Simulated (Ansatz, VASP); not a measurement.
# RbCl: VASP beside Ansatz

```
CELL_PARAMETERS angstrom
0.00000 3.18854 3.18854
3.18854 0.00000 3.18854
3.18854 3.18854 0.00000
ATOMIC_POSITIONS crystal
Rb 0.00000 0.00000 0.00000
Cl 0.50000 0.50000 0.50000
```

Alike in both runs: functional LDA; k mesh 6 × 6 × 6; occupations gaussian, width 0.02 eV; no spin polarisation.

Ansatz relaxed the structure, and its values are those at the end. VASP's run is a single point on that final structure, the one shown.

|  | VASP | Ansatz |
| --- | --- | --- |
| version | VASP 6.6.1 | Ansatz 0.2.0 |
| potentials or method | VASP PAW LDA potentials, release 64 (Rb_sv, Cl), cutoff 500 eV | scalar-relativistic, plane waves, PAW |
| valence electrons in the cell | 16 | 16 |

|  | VASP | Ansatz | Ansatz less VASP |
| --- | --- | --- | --- |
| gap on the k mesh at the Fermi level (eV) | 4.86 | 4.85 | -0.006 |
| least direct gap on the mesh (eV) | 4.86 | 4.85 | -0.006 |
| pressure (GPa) | 0.0 | 0.0 | -0.04 |

LDA's correlation is that of Perdew and Zunger in VASP and of Perdew and Wang (1992) in Ansatz.
